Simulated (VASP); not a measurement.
# BP in VASP: notebook

BP is run at these levels: PBE; tasks: single point.

Everything below comes from runs of VASP 6.6.1. Logs are shortened: lines on timing, memory, paths and dates and some standing lists are left out, and cuts for length are marked.

### Step 1. The cell of the first run

Symmetry: F-43m, No. 216, cubic system. The conventional cell has a = 4.538 Å, b = 4.538 Å, c = 4.538 Å, α = 90.00°, β = 90.00°, γ = 90.00°. Within 2.6 Å of B (site symmetry -43m) lie 4 P at 1.97 Å. P (site symmetry -43m) has 4 B at 1.97 Å within 2.6 Å.

### Step 2. Single point, PBE

INCAR

```
SYSTEM = BP
PREC = Accurate
ENCUT = 520
EDIFF = 1E-6
ISMEAR = -1
SIGMA = 0.08
LREAL = .False.
LASPH = .True.
NELM = 80
ALGO = Normal
ISIF = 2
LWAVE = .False.
LCHARG = .True.
GGA = PE
LELF = .True.
LVHAR = .True.
NBANDS = 11
```

KPOINTS

```
Automatic mesh
0
Gamma
  9 9 9
  0 0 0
```

POSCAR

```
BP
1.0
    0.0000000000      2.2690000000      2.2690000000
    2.2690000000      0.0000000000      2.2690000000
    2.2690000000      2.2690000000      0.0000000000
B P
1 1
Direct
    0.0000000000      0.0000000000      0.0000000000
    0.7500000000      0.7500000000      0.7500000000
```

Potentials or basis: VASP PAW PBE potentials, release 64 (B, P).

On the command line:

```console
> cat potpaw_PBE.64/B/POTCAR potpaw_PBE.64/P/POTCAR > POTCAR
> mpirun -np 1 vasp_std > vasp.out
```

OUTCAR:

```text
SYSTEM = BP
   PREC = Accurate
   ENCUT = 520
   EDIFF = 1E-6
   ISMEAR = -1
   LREAL = .False.
   LASPH = .True.
   NELM = 80
   ISIF = 2
   GGA = PE

 ion  position               nearest neighbor table
   1  0.000  0.000  0.000-   2 1.97   2 1.97   2 1.97   2 1.97
   2  0.750  0.750  0.750-   1 1.97   1 1.97   1 1.97   1 1.97

  LATTYP: Found a face centered cubic cell.
 ALAT       =     4.5380000000

  Lattice vectors:

 A1 = (   0.0000000000,   2.2690000000,   2.2690000000)
 A2 = (   2.2690000000,   0.0000000000,   2.2690000000)
 A3 = (   2.2690000000,   2.2690000000,   0.0000000000)

Analysis of symmetry for initial positions (statically):
=====================================================================
 Subroutine PRICEL returns:
 Original cell was already a primitive cell.

 Routine SETGRP: Setting up the symmetry group for a
 face centered cubic supercell.

 Subroutine GETGRP returns: Found 24 space group operations
 (whereof 24 operations were pure point group operations)
 out of a pool of 48 trial point group operations.

The static configuration has the point symmetry T_d .

Analysis of symmetry for dynamics (positions and initial velocities):
=====================================================================
 Subroutine PRICEL returns:
 Original cell was already a primitive cell.

 Routine SETGRP: Setting up the symmetry group for a
 face centered cubic supercell.

 Subroutine GETGRP returns: Found 24 space group operations
 (whereof 24 operations were pure point group operations)
 out of a pool of 48 trial point group operations.

The dynamic configuration has the point symmetry T_d .

 Subroutine INISYM returns: Found 24 space group operations
 (whereof 24 operations are pure point group operations),
 and found     1 'primitive' translations

----------------------------------------------------------------------------------------

                                     Primitive cell

  volume of cell :      23.3633

  direct lattice vectors                    reciprocal lattice vectors
     0.000000000  2.269000000  2.269000000    -0.220361393  0.220361393  0.220361393
     2.269000000  0.000000000  2.269000000     0.220361393 -0.220361393  0.220361393
     2.269000000  2.269000000  0.000000000     0.220361393  0.220361393 -0.220361393

  length of vectors
     3.208850573  3.208850573  3.208850573     0.381677128  0.381677128  0.381677128

  position of ions in fractional coordinates (direct lattice)
[... 74 lines left out ...]
   LNONCOLLINEAR =      F non collinear calculations
   LSORBIT =      F    spin-orbit coupling
   LASPH  =      T    aspherical Exc in radial PAW
   ENCUT  =  520.0 eV  38.22 Ry    6.18 a.u.   5.97  5.97  5.97*2*pi/ulx,y,z
   NELM   =     80;   NELMIN=  2; NELMDL= -5     # of ELM steps
   EDIFF  = 0.1E-05   stopping-criterion for ELM
   LREAL  =      F    real-space projection
[... 7 lines left out ...]
   TEBEG  =    0.0;   TEEND  =   0.0 temperature during run
   PSTRESS=    0.0 pullay stress
   NELECT =       8.0000    total number of electrons
   NUPDOWN=      -1.0000    fix difference up-down
   EMIN   =  10.00;   EMAX   =-10.00  energy-range for DOS
   EFERMI =   0.00;   METHOD = LEGACY
   ISMEAR =    -1;   SIGMA  =   0.08  broadening in eV -4-tet -1-fermi 0-gaus
   EFERMI_NEDOS =   21; number of points for ismear=-14 and -15
   IALGO  =     38    algorithm
   IMIX   =      4    mixing-type and parameters
     AMIX     =   0.40;   BMIX     =  1.00
     AMIX_MAG =   1.60;   BMIX_MAG =  1.00
  volume/ion in A,a.u.               =      11.68        78.83
  Fermi-wavevector in a.u.,A,eV,Ry     =   1.145320  2.164342 17.847562  1.311759
  Thomas-Fermi vector in A             =   2.282009
   LORBIT       =      0    0 simple, 1 ext, 2 COOP (PROOUT), +10 PAW based schemes
   GGA     = PE    functional components
   LHFCALC =     F    Hartree Fock is set to
   AEXX    =    0.0000 exact exchange contribution
   IVDW    =     0    specifies the selected vdW correction
   LEPSILON=     F    determine dielectric tensor
   LRPA    =     F    only Hartree local field effects (RPA)
 non-spin polarized calculation
  energy-cutoff  :      520.00
  volume of cell :       23.36
 maximum number of plane-waves:       638
   NGX = 11   NGY = 11   NGZ = 11

 number of electron       8.0000000 magnetization

 Free energy of the ion-electron system (eV)
  ---------------------------------------------------
  ext. energy  EPLUGINS =         0.00000000
  ---------------------------------------------------
  free energy    TOTEN  =       -12.92997203 eV

  energy without entropy =      -12.92996402  energy(sigma->0) =      -12.92996802

 E-fermi :   8.0290     XC(G=0): -10.9071

 val. band max:        7.4331955835   @ k =   0.0000   0.0000   0.0000
 cond. band min:       8.6882923909   @ k =   0.4444   0.4444   0.0000
 fundamental gap:      1.2550968074
 Fermi energy:         8.0290039295

 k-point     1 :       0.0000    0.0000    0.0000
  band No.  band energies     occupation
      1      -8.0273      2.00000
      2       7.4332      1.99884
      3       7.4332      1.99884
      4       7.4332      1.99884
      5      10.8338      0.00000
      6      10.8338      0.00000
      7      10.8338      0.00000
      8      14.8075      0.00000
      9      18.9458      0.00000
     10      19.5617      0.00000
     11      19.5617      0.00000
[... 309 lines left out ...]
 k-point    24 :       0.4444    0.4444    0.0000
  band No.  band energies     occupation
      1      -3.6848      2.00000
      2      -0.5543      2.00000
      3       3.3887      2.00000
      4       3.3887      2.00000
      5       8.6883      0.00053
      6       9.3584      0.00000
      7      19.1629      0.00000
      8      19.1629      0.00000
      9      22.4620      0.00000
     10      23.8717      0.00000
     11      25.8603      0.00000

 [... further k-points ...]
[... 5 lines left out ...]
  --------------------------------------------------------------------------------------
  -------------------------------------------------------------------------------------
  Total        0.1303364      0.1303364      0.1303364     -0.0000000      0.0000000      0.0000000
  in kB        8.9380499      8.9380499      8.9380499     -0.0000000      0.0000000      0.0000000
  external PRESSURE =       8.9380499 kB  Pullay stress =       0.0000000 kB

 VOLUME and BASIS-vectors are now :
 -----------------------------------------------------------------------------
  energy-cutoff  :      520.00
  volume of cell :       23.36
      direct lattice vectors                 reciprocal lattice vectors
     0.000000000  2.269000000  2.269000000    -0.220361393  0.220361393  0.220361393
     2.269000000  0.000000000  2.269000000     0.220361393 -0.220361393  0.220361393
     2.269000000  2.269000000  0.000000000     0.220361393  0.220361393 -0.220361393

 POSITION                                       TOTAL-FORCE (eV/Angst)
 -----------------------------------------------------------------------------------
      0.00000      0.00000      0.00000        -0.000000     -0.000000     -0.000000
      3.40350      3.40350      3.40350         0.000000      0.000000      0.000000
 -----------------------------------------------------------------------------------
    total drift:                               -0.000000     -0.000000     -0.000000

  FREE ENERGIE OF THE ION-ELECTRON SYSTEM (eV)
  ---------------------------------------------------
  free  energy   TOTEN  =       -12.9299720251 eV

  energy  without entropy=      -12.9299640240  energy(sigma->0) =      -12.92996802
```

OSZICAR:

```text
N       E                     dE             d eps       ncg     rms          rms(c)
DAV:   1     0.978114994247E+01    0.97811E+01   -0.38764E+03   770   0.653E+02
DAV:   2    -0.130394458252E+02   -0.22821E+02   -0.21811E+02  1016   0.110E+02
DAV:   3    -0.136356087906E+02   -0.59616E+00   -0.59439E+00  1019   0.156E+01
DAV:   4    -0.136377102038E+02   -0.21014E-02   -0.21012E-02   854   0.102E+00
DAV:   5    -0.136377208827E+02   -0.10679E-04   -0.10680E-04   967   0.761E-02    0.721E+00
DAV:   6    -0.130281566694E+02    0.60956E+00   -0.13905E+00   866   0.510E+00    0.388E+00
DAV:   7    -0.129372621345E+02    0.90895E-01   -0.23284E-01   961   0.240E+00    0.133E+00
DAV:   8    -0.129294405471E+02    0.78216E-02   -0.26579E-02   904   0.931E-01    0.194E-01
DAV:   9    -0.129297637302E+02   -0.32318E-03   -0.70748E-04   889   0.180E-01    0.123E-01
DAV:  10    -0.129299604775E+02   -0.19675E-03   -0.24851E-04   873   0.989E-02    0.283E-02
DAV:  11    -0.129299710363E+02   -0.10559E-04   -0.11410E-05   991   0.223E-02    0.334E-02
DAV:  12    -0.129299720251E+02   -0.98876E-06   -0.46138E-06   869   0.105E-02
   1 F= -.12929972E+02 E0= -.12929968E+02  d E =-.800114E-05
```

It took 6.1 s on 1 thread of Intel Xeon 8259CL, shared host; peak memory 0.13 GiB.

Results:

| Item | Value |
| --- | --- |
| Free energy | -12.9300 eV |
| Pressure | 0.9 GPa |
| Band gap on the k mesh | 1.26 eV, indirect (least direct gap 3.40 eV) |

### Step 3. Single point, PBE (x and y stretched by -4 %, z held)

INCAR

```
SYSTEM = BP
PREC = Accurate
ENCUT = 520
EDIFF = 1E-6
ISMEAR = -1
SIGMA = 0.08
LREAL = .False.
LASPH = .True.
NELM = 100
ALGO = Normal
ISIF = 2
LWAVE = .False.
LCHARG = .False.
GGA = PE
NBANDS = 11
```

KPOINTS

```
regular mesh
0
Gamma
  12 12 12
  0 0 0
```

POSCAR

```
BP
1.0
    0.0000000000      2.1782400000      2.2690000000
    2.1782400000      0.0000000000      2.2690000000
    2.1782400000      2.1782400000      0.0000000000
B P
1 1
Direct
    0.0000000000      0.0000000000      0.0000000000
    0.7500000000      0.7500000000      0.7500000000
```

Potentials or basis: VASP PAW PBE potentials, release 64 (B, P).

On the command line:

```console
> cat potpaw_PBE.64/B/POTCAR potpaw_PBE.64/P/POTCAR > POTCAR
> mpirun -np 1 vasp_std > vasp.out
```

Run time: 24 s. Hardware: 1 thread of Intel Xeon 8259CL, shared host; peak memory 0.16 GiB.

Results (log left out):

| Item | Value |
| --- | --- |
| Free energy | -12.8132 eV |
| Pressure | 16.6 GPa |
| Band gap on the k mesh | 0.80 eV, indirect (least direct gap 3.33 eV) |

Stress tensor (GPa, compression positive):
```
20.68  0.00  0.00
 0.00 20.68  0.00
 0.00  0.00  8.36
```

Levels at points of the mesh, in eV from the valence-band top:
```csv
k point,band 2,band 3,band 4,band 5,band 6,band 7
"(0.00, 0.00, 0.00)",-0.44,0.00,0.00,3.33,3.33,3.54
"(0.50, 0.00, 0.00)",-9.78,-2.29,-1.71,3.74,4.79,4.85
"(0.50, 0.50, 0.00)",-9.42,-4.25,-4.25,1.33,1.86,12.78
"(0.50, 0.00, 0.50)",-9.02,-4.75,-4.66,0.87,1.24,12.17
```

Caveat: the cell differs from its parent crystal (x and y stretched by -4 %, z held). A k mesh can miss the band edges.
